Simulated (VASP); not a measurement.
# Nb (Im-3m) in VASP: a series of runs

The runs below take Nb through single point, relaxation of cell and atoms, with PBE.

Program: VASP 6.6.1. These are calculated values, not measurements. Logs are shortened: lines on timing, memory, paths and dates and some standing lists are left out, and cuts for length are marked.

## (1) The cell of the first run

The structure is cubic, space group Im-3m (No. 229). The conventional cell has a = 3.308 Å, b = 3.308 Å, c = 3.308 Å, α = 90.00°, β = 90.00°, γ = 90.00°. Nb (site symmetry m-3m) has 14 Nb at 2.86 to 3.31 Å within 3.8 Å.

## (2) Single point, PBE

Contents of INCAR:

```
SYSTEM = Nb
PREC = Accurate
ENCUT = 520
EDIFF = 1E-6
ISMEAR = 0
SIGMA = 0.1
LREAL = .False.
LASPH = .True.
NELM = 100
ALGO = Normal
ISIF = 2
LWAVE = .False.
LCHARG = .False.
GGA = PE
NBANDS = 12
```

Contents of KPOINTS:

```
Automatic mesh
0
Gamma
  9 9 9
  0 0 0
```

Contents of POSCAR:

```
Nb
1.0
   -1.6540307061      1.6540307061      1.6540307061
    1.6540307061     -1.6540307061      1.6540307061
    1.6540307061      1.6540307061     -1.6540307061
Nb
1
Direct
    0.0000000000      0.0000000000      0.0000000000
```

Potentials or basis: VASP PAW PBE potentials, release 64 (Nb_sv).

Started as:

```bash
cat potpaw_PBE.64/Nb_sv/POTCAR > POTCAR
mpirun -np 1 vasp_std > vasp.out
```

OUTCAR:

```text
SYSTEM = Nb
   PREC = Accurate
   ENCUT = 520
   EDIFF = 1E-6
   ISMEAR = 0
   LREAL = .False.
   LASPH = .True.
   NELM = 100
   ISIF = 2
   GGA = PE

 ion  position               nearest neighbor table
   1  0.000  0.000  0.000-

  LATTYP: Found a body centered cubic cell.
 ALAT       =     3.3080614122

  Lattice vectors:

 A1 = (  -1.6540307061,   1.6540307061,   1.6540307061)
 A2 = (   1.6540307061,  -1.6540307061,   1.6540307061)
 A3 = (   1.6540307061,   1.6540307061,  -1.6540307061)

Analysis of symmetry for initial positions (statically):
=====================================================================
 Subroutine PRICEL returns:
 Original cell was already a primitive cell.

 Routine SETGRP: Setting up the symmetry group for a
 body centered cubic supercell.

 Subroutine GETGRP returns: Found 48 space group operations
 (whereof 48 operations were pure point group operations)
 out of a pool of 48 trial point group operations.

The static configuration has the point symmetry O_h .

Analysis of symmetry for dynamics (positions and initial velocities):
=====================================================================
 Subroutine PRICEL returns:
 Original cell was already a primitive cell.

 Routine SETGRP: Setting up the symmetry group for a
 body centered cubic supercell.

 Subroutine GETGRP returns: Found 48 space group operations
 (whereof 48 operations were pure point group operations)
 out of a pool of 48 trial point group operations.

The dynamic configuration has the point symmetry O_h .

 Subroutine INISYM returns: Found 48 space group operations
 (whereof 48 operations are pure point group operations),
 and found     1 'primitive' translations

----------------------------------------------------------------------------------------

                                     Primitive cell

  volume of cell :      18.1005

  direct lattice vectors                    reciprocal lattice vectors
    -1.654030706  1.654030706  1.654030706     0.000000000  0.302291849  0.302291849
     1.654030706 -1.654030706  1.654030706     0.302291849  0.000000000  0.302291849
     1.654030706  1.654030706 -1.654030706     0.302291849  0.302291849  0.000000000

  length of vectors
     2.864865220  2.864865220  2.864865220     0.427505232  0.427505232  0.427505232

  position of ions in fractional coordinates (direct lattice)
     0.000000000  0.000000000  0.000000000

  ion indices of the primitive-cell ions
   primitive index   ion index
                 1           1

----------------------------------------------------------------------------------------

 KPOINTS: Automatic mesh

Automatic generation of k-mesh.
 Grid dimensions read from file:
 generate k-points for:    9    9    9

 Generating k-lattice:

  Cartesian coordinates                     Fractional coordinates (reciprocal lattice)
     0.000000000  0.033587983  0.033587983     0.111111111  0.000000000  0.000000000
     0.033587983  0.000000000  0.033587983     0.000000000  0.111111111  0.000000000
     0.033587983  0.033587983  0.000000000     0.000000000  0.000000000  0.111111111

  Length of vectors
     0.047500581  0.047500581  0.047500581

  Shift w.r.t. Gamma in fractional coordinates (k-lattice)
     0.000000000  0.000000000  0.000000000

 Subroutine IBZKPT returns following result:
 ===========================================

 Found     35 irreducible k-points:

 Following reciprocal coordinates:
            Coordinates               Weight
  0.000000  0.000000  0.000000      1.000000
  0.111111  0.000000  0.000000     12.000000
  0.222222  0.000000  0.000000     12.000000
  0.333333  0.000000  0.000000     12.000000
  0.444444  0.000000  0.000000     12.000000
  0.111111  0.111111  0.000000     24.000000
[... 16 lines left out ...]
 -0.333333  0.444444  0.111111     48.000000
 -0.444444 -0.444444  0.111111     24.000000
 [... further k-points ...]
   k-points           NKPTS =     35   k-points in BZ     NKDIM =     35   number of bands    NBANDS=     12
   number of dos      NEDOS =    301   number of ions     NIONS =      1
   total plane-waves  NPLWV =  13824
   dimension x,y,z NGX =    24 NGY =   24 NGZ =   24
   dimension x,y,z NGXF=    48 NGYF=   48 NGZF=   48
   ions per type =               1
   NGX,Y,Z   is equivalent  to a cutoff of  13.93, 13.93, 13.93 a.u.
   NGXF,Y,Z  is equivalent  to a cutoff of  27.85, 27.85, 27.85 a.u.
 SYSTEM =  Nb
   PREC   = accura    normal or accurate (medium, high low for compatibility)
   ISTART =      0    job   : 0-new  1-cont  2-samecut
   ICHARG =      2    charge: 1-file 2-atom 10-const
   ISPIN  =      1    spin polarized calculation?
   LNONCOLLINEAR =      F non collinear calculations
   LSORBIT =      F    spin-orbit coupling
   LASPH  =      T    aspherical Exc in radial PAW
   ENCUT  =  520.0 eV  38.22 Ry    6.18 a.u.   5.33  5.33  5.33*2*pi/ulx,y,z
   NELM   =    100;   NELMIN=  2; NELMDL= -5     # of ELM steps
   EDIFF  = 0.1E-05   stopping-criterion for ELM
   LREAL  =      F    real-space projection
   EDIFFG = 0.1E-04   stopping-criterion for IOM
   NSW    =      0    number of steps for IOM
   IBRION =     -1    ionic relax: 0-MD 1-quasi-New 2-CG
   NFREE  =      0    steps in history (QN), initial steepest desc. (CG)
   ISIF   =      2    stress and relaxation
   ISYM   =      2    0-nonsym 1-usesym 2-fastsym
   POTIM  = 0.5000    time-step for ionic-motion
   TEBEG  =    0.0;   TEEND  =   0.0 temperature during run
   PSTRESS=    0.0 pullay stress
   NELECT =      13.0000    total number of electrons
   NUPDOWN=      -1.0000    fix difference up-down
   EMIN   =  10.00;   EMAX   =-10.00  energy-range for DOS
   EFERMI =   0.00;   METHOD = LEGACY
   ISMEAR =     0;   SIGMA  =   0.10  broadening in eV -4-tet -1-fermi 0-gaus
   EFERMI_NEDOS =   21; number of points for ismear=-14 and -15
   IALGO  =     38    algorithm
   IMIX   =      4    mixing-type and parameters
     AMIX     =   0.40;   BMIX     =  1.00
     AMIX_MAG =   1.60;   BMIX_MAG =  1.00
  volume/ion in A,a.u.               =      18.10       122.15
  Fermi-wavevector in a.u.,A,eV,Ry     =   1.466085  2.770498 29.244420  2.149404
  Thomas-Fermi vector in A             =   2.581864
   LORBIT       =      0    0 simple, 1 ext, 2 COOP (PROOUT), +10 PAW based schemes
   GGA     = PE    functional components
   LHFCALC =     F    Hartree Fock is set to
   AEXX    =    0.0000 exact exchange contribution
   IVDW    =     0    specifies the selected vdW correction
   LEPSILON=     F    determine dielectric tensor
   LRPA    =     F    only Hartree local field effects (RPA)
 non-spin polarized calculation
 Gauss-broadening in eV      SIGMA  =   0.10
  energy-cutoff  :      520.00
  volume of cell :       18.10
 maximum number of plane-waves:       498
 NGX is ok and might be reduce to    24
   NGX = 11   NGY = 11   NGZ = 11

 number of electron      13.0000000 magnetization

 Free energy of the ion-electron system (eV)
  ---------------------------------------------------
  ext. energy  EPLUGINS =         0.00000000
  ---------------------------------------------------
  free energy    TOTEN  =       -10.22924080 eV

  energy without entropy =      -10.22100747  energy(sigma->0) =      -10.22512414

 E-fermi :  11.1090     XC(G=0): -12.4739

 val. band max:       11.1060901739   @ k =  -0.2222   0.3333   0.1111
 cond. band min:      11.1861680416   @ k =   0.1111   0.0000   0.0000
 fundamental gap:      0.0800778677
 Fermi energy:        11.1090339072

 k-point     1 :       0.0000    0.0000    0.0000
  band No.  band energies     occupation
      1     -43.2565      2.00000
      2     -18.5647      2.00000
      3     -18.5647      2.00000
      4     -18.5647      2.00000
      5       5.1755      2.00000
      6      11.4825      0.00000
      7      11.4825      0.00000
      8      11.4825      0.00000
      9      14.3758      0.00000
     10      14.3758      0.00000
     11      25.3179      0.00000
     12      25.3179      0.00000

 k-point     2 :       0.1111    0.0000    0.0000
  band No.  band energies     occupation
      1     -43.2289      2.00000
      2     -18.7323      2.00000
      3     -18.6158      2.00000
      4     -18.5662      2.00000
      5       5.6683      2.00000
      6      11.1862      0.27534
      7      11.3878      0.00008
      8      11.9630      0.00000
      9      13.9886      0.00000
     10      14.3823      0.00000
     11      25.6825      0.00000
     12      26.1786      0.00000

 k-point     3 :       0.2222    0.0000    0.0000
  band No.  band energies     occupation
      1     -43.1584      2.00000
      2     -19.1417      2.00000
      3     -18.7429      2.00000
      4     -18.5697      2.00000
      5       6.8352      2.00000
      6      10.5265      2.00000
      7      11.0396      1.67382
      8      13.3294      0.00000
      9      13.7968      0.00000
     10      14.4768      0.00000
     11      25.7254      0.00000
     12      27.2616      0.00000
[... 286 lines left out ...]
 k-point    23 :      -0.3333    0.4444    0.1111
  band No.  band energies     occupation
      1     -43.0000      2.00000
      2     -19.6623      2.00000
      3     -19.1255      2.00000
      4     -18.7771      2.00000
      5       8.5480      2.00000
      6       9.9331      2.00000
      7      10.9030      1.99643
      8      13.2781      0.00000
      9      15.4763      0.00000
     10      17.4659      0.00000
     11      23.6913      0.00000
     12      26.0395      0.00000

 k-point    24 :      -0.4444   -0.4444    0.1111
  band No.  band energies     occupation
      1     -42.9749      2.00000
      2     -19.7618      2.00000
      3     -19.1933      2.00000
      4     -18.7763      2.00000
      5       8.3785      2.00000
      6      10.2719      2.00000
      7      10.6535      2.00000
      8      13.3992      0.00000
      9      16.2293      0.00000
     10      19.0748      0.00000
     11      22.2755      0.00000
     12      24.9100      0.00000

 [... further k-points ...]
[... 5 lines left out ...]
  --------------------------------------------------------------------------------------
  -------------------------------------------------------------------------------------
  Total       -0.0362436     -0.0362436     -0.0362436      0.0000000      0.0000000     -0.0000000
  in kB       -3.2081271     -3.2081271     -3.2081271      0.0000000      0.0000000     -0.0000000
  external PRESSURE =      -3.2081271 kB  Pullay stress =       0.0000000 kB

 VOLUME and BASIS-vectors are now :
 -----------------------------------------------------------------------------
  energy-cutoff  :      520.00
  volume of cell :       18.10
      direct lattice vectors                 reciprocal lattice vectors
    -1.654030706  1.654030706  1.654030706     0.000000000  0.302291849  0.302291849
     1.654030706 -1.654030706  1.654030706     0.302291849  0.000000000  0.302291849
     1.654030706  1.654030706 -1.654030706     0.302291849  0.302291849  0.000000000

 POSITION                                       TOTAL-FORCE (eV/Angst)
 -----------------------------------------------------------------------------------
      0.00000      0.00000      0.00000         0.000000      0.000000     -0.000000
 -----------------------------------------------------------------------------------
    total drift:                               -0.000000     -0.000000      0.000000

  FREE ENERGIE OF THE ION-ELECTRON SYSTEM (eV)
  ---------------------------------------------------
  free  energy   TOTEN  =       -10.2292407990 eV

  energy  without entropy=      -10.2210074746  energy(sigma->0) =      -10.22512414
```

Wall time 20 s (1 thread of AMD EPYC 7R13, shared host); peak memory 0.11 GiB.

What came out:

| Property | Result |
| --- | --- |
| Free energy | -10.2292 eV |
| Pressure | -0.3 GPa |

Levels at points of the mesh, in eV from the Fermi level:
```csv
k point,band 2,band 3,band 4,band 5,band 6,band 7,band 8,band 9,band 10,band 11
"(0.00, 0.00, 0.00)",-29.67,-29.67,-29.67,-5.93,0.37,0.37,0.37,3.27,3.27,14.21
```

## (3) Relaxation of cell and atoms, PBE

This run uses another cell than the first one, of 18.43 Å³/atom, 1.018 times its volume.

Contents of INCAR:

```
PREC     = Accurate       # precision mode
ENCUT    = 600            # plane-wave cutoff, eV
EDIFF    = 1E-6           # SCF threshold, eV
ISMEAR   = 0              # smearing method
SIGMA    = 0.1            # smearing width, eV
LREAL    = False          # projectors in reciprocal space
LASPH    = True           # aspherical terms in the spheres
NELM     = 100            # most SCF steps
ALGO     = Normal         # electronic algorithm
ISIF     = 3              # what is computed and relaxed
LWAVE    = False          # write WAVECAR
LCHARG   = False          # write CHGCAR
GGA      = PE             # functional
IBRION   = 2              # ionic algorithm
NSW      = 80             # ionic steps
EDIFFG   = -0.01          # ionic threshold
```

Contents of KPOINTS:

```
regular mesh
0
Gamma
  9 9 9
```

Contents of POSCAR:

```
Nb
1.0
   -1.6639500000      1.6639500000      1.6639500000
    1.6639500000     -1.6639500000      1.6639500000
    1.6639500000      1.6639500000     -1.6639500000
Nb
1
Direct
    0.0000000000      0.0000000000      0.0000000000
```

Potentials or basis: VASP PAW PBE potentials, release 64 (Nb_sv).

Started as:

```bash
cat potpaw_PBE.64/Nb_sv/POTCAR > POTCAR
mpirun -np 1 vasp_std > vasp.out
```

Run time: 41 s. Hardware: 1 thread of AMD EPYC 7R13, shared host; peak memory 0.12 GiB.

Results (log left out):

```yaml
Free_energy: -10.2294 eV
Relaxed_volume: 18.07 Å³/atom
Relaxed_cell: a = 2.863 Å, b = 2.863 Å, c = 2.863 Å, α = 109.47°, β = 109.47°, γ = 109.47°
Space_group_after_relaxing_to_0.05_Å: Im-3m (No. 229)
Energy_gained_by_relaxing: 3.7 meV/atom
Ionic_steps: 3
Pressure_after_relaxing: 0.0 GPa
```

Step by step:
```csv
step,energy change (eV),largest force (eV/Å),pressure (GPa),volume (Å³)
1,0.0000,0.0000,-3.23,18.43
2,0.0080,0.0000,6.26,17.46
3,-0.0037,0.0000,-0.02,18.07
```

Final structure:
```cif
data_structure
_symmetry_space_group_name_H-M 'P 1'
_symmetry_Int_Tables_number 1
_cell_length_a 2.8634
_cell_length_b 2.8634
_cell_length_c 2.8634
_cell_angle_alpha 109.471
_cell_angle_beta 109.471
_cell_angle_gamma 109.471
_cell_volume 18.07
loop_
_atom_site_label
_atom_site_type_symbol
_atom_site_fract_x
_atom_site_fract_y
_atom_site_fract_z
_atom_site_occupancy
Nb1 Nb 0.00000 0.00000 0.00000 1
```

Levels at points of the mesh, in eV from the Fermi level:
```csv
k point,band 4,band 5,band 6,band 7,band 8,band 9
"(0.00, 0.00, 0.00)",-29.67,-5.94,0.37,0.37,0.37,3.27
```
